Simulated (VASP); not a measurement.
A run of VASP 6.6.1 is set up as follows.

INCAR

```
SYSTEM = HfN
PREC = Accurate
ENCUT = 520
EDIFF = 1E-6
ISMEAR = 0
SIGMA = 0.05
LREAL = .FALSE.
LASPH = .TRUE.
NELM = 100
ALGO = Normal
ISIF = 2
LWAVE = .FALSE.
LCHARG = .FALSE.
GGA = PS
IVDW = 12
NBANDS = 14
```

The input KPOINTS:

```
regular mesh
0
G
  10 10 10
  0 0 0
```

File POSCAR:

```
HfN
1.0
    0.0000000000      2.2361207241      2.2361207241
    2.2361207241      0.0000000000      2.2361207241
    2.2361207241      2.2361207241      0.0000000000
Hf N
1 1
Direct
    0.5000000000      0.5000000000      0.5000000000
    0.0000000000      0.0000000000      0.0000000000
```

Potentials or basis: VASP PAW PBE potentials, release 64 (Hf_pv, N).

Command:

```console
$ cat potpaw_PBE.64/Hf_pv/POTCAR potpaw_PBE.64/N/POTCAR > POTCAR
$ mpirun -np 1 vasp_std > vasp.out
```

Task: What does it give for the pressure?

Result: -2.1 GPa.

Task: Estimate the dispersion energy per atom.

Result: -0.400 eV.

Caveat: the PAW data sets were made with another functional, which shifts forces and pressure a little; pairwise dispersion overbinds metals, which lowers pressure and volume.
